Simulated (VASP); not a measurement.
**Ti: electric field gradients with PBEsol**

Ti:

```
Ti
1.0
    -1.62582    1.62582    1.62582
     1.62582   -1.62582    1.62582
     1.62582    1.62582   -1.62582
Ti
1
Direct
  0.00000 0.00000 0.00000
```

```json
{"Program": "VASP 6.6.1", "Task": "electric field gradients", "Functional": "PBEsol", "Potentials or basis": "VASP PAW PBE potentials, release 64 (Ti_sv)", "Cutoff": "520 eV", "k mesh": "18 × 18 × 18", "Occupations": "fermi-dirac, width 0.05 eV", "Spin": "no spin polarisation", "Dipole correction": "no", "Further INCAR settings": "ALGO = Normal; EDIFF = 1e-08; NBANDS = 12"}
```

```json
{"Pressure": "-4.3 GPa", "Band gap on the k mesh": "zero (band 6 reaches 9.06 eV, above the bottom of band 7 at 7.47 eV)"}
```

Levels at points of the mesh, in eV from the Fermi level:
| k point | band 4 | band 5 | band 6 | band 7 | band 8 | band 9 |
| --- | --- | --- | --- | --- | --- | --- |
| (0.00, 0.00, 0.00) | -32.22 | -5.97 | 0.99 | 0.99 | 0.99 | 2.79 |
| (0.50, 0.00, 0.00) | -32.22 | -2.48 | -0.41 | 1.18 | 2.77 | 3.13 |
| (0.50, 0.50, 0.50) | -32.70 | -2.14 | -2.14 | 3.99 | 3.99 | 3.99 |

Run time: 19 s on 1 thread of Intel(R) Xeon(R) Platinum 8488C (Sapphire Rapids), with other jobs on the host, peak memory 0.17 GiB.

Caveat: without QUAD_EFG the Cq values of the log hold for a quadrupole moment of 1 mb, not for the nuclei; the PAW data sets were made with another functional, which shifts forces and pressure a little.
